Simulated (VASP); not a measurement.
Mg:

```
Mg
1.0
     3.19531    0.00000    0.00000
    -1.59766    2.76722    0.00000
     0.00000    0.00000    5.18794
Mg
2
Direct
  0.33333 0.66667 0.25000
  0.66667 0.33333 0.75000
```

Base run:

- Program: VASP 6.6.1
- Functional: PBE
- Potentials or basis: VASP PAW PBE potentials, release 64 (Mg)
- Cutoff: 520 eV
- k mesh: 11 × 11 × 6
- Occupations: fermi-dirac, width 0.1 eV
- Spin: no spin polarisation

Its results: band gap on the k mesh zero (band 2 reaches 3.51 eV, above the bottom of band 3 at 1.40 eV); pressure -0.1 GPa.

Question: After a change of settings the same cell gave: band gap on the k mesh zero (band 2 reaches 2.97 eV, above the bottom of band 3 at 1.39 eV); pressure 0.6 GPa. Which change was it?
A. occupations from fermi-dirac, width 0.1 eV to fermi-dirac, width 0.03 eV; further incar settings from ALGO = Normal; EDIFF = 1e-06; NBANDS = 9 to ALGO = Normal; EDIFF = 1e-07; NBANDS = 9
B. occupations from fermi-dirac, width 0.1 eV to fermi-dirac, width 0.01 eV
C. k mesh from 11 × 11 × 6 to 3 × 3 × 2

Answer: C.

Caveats: some runs use coarse meshes.
